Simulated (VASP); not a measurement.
A run of VASP 6.6.1 is set up as follows.

The input INCAR:

```
  PREC = Accurate
  ENCUT = 520
  EDIFF = 1E-7
  ISMEAR = 0
  SIGMA = 0.01
  LREAL = False
  LASPH = True
  NELM = 60
  ALGO = Normal
  ISIF = 2
  LWAVE = False
  LCHARG = False
  GGA = PE
  NBANDS = 15
```

File KPOINTS:

```
regular mesh
0
Gamma
  6 6 6
```

Contents of POSCAR:

```
BaS
1.0
    0.0000000000      3.2117958731      3.2117958731
    3.2117958731      0.0000000000      3.2117958731
    3.2117958731      3.2117958731      0.0000000000
Ba S
1 1
Direct
    0.0000000000      0.0000000000      0.0000000000
    0.5000000000      0.5000000000      0.5000000000
```

Potentials or basis: VASP PAW PBE potentials, release 64 (Ba_sv, S).

Launch:

```console
$ cat potpaw_PBE.64/Ba_sv/POTCAR potpaw_PBE.64/S/POTCAR > POTCAR
$ mpirun -np 1 vasp_std > vasp.out
```

Question: What does it give for the pressure?

Answer: 0.7 GPa.

Question: Predict the band gap on the k mesh.

Answer: 2.13 eV, indirect (least direct gap 2.28 eV).

Caveat: spin-orbit coupling is left out, which moves the levels of the heavy elements. A k mesh can miss the band edges.
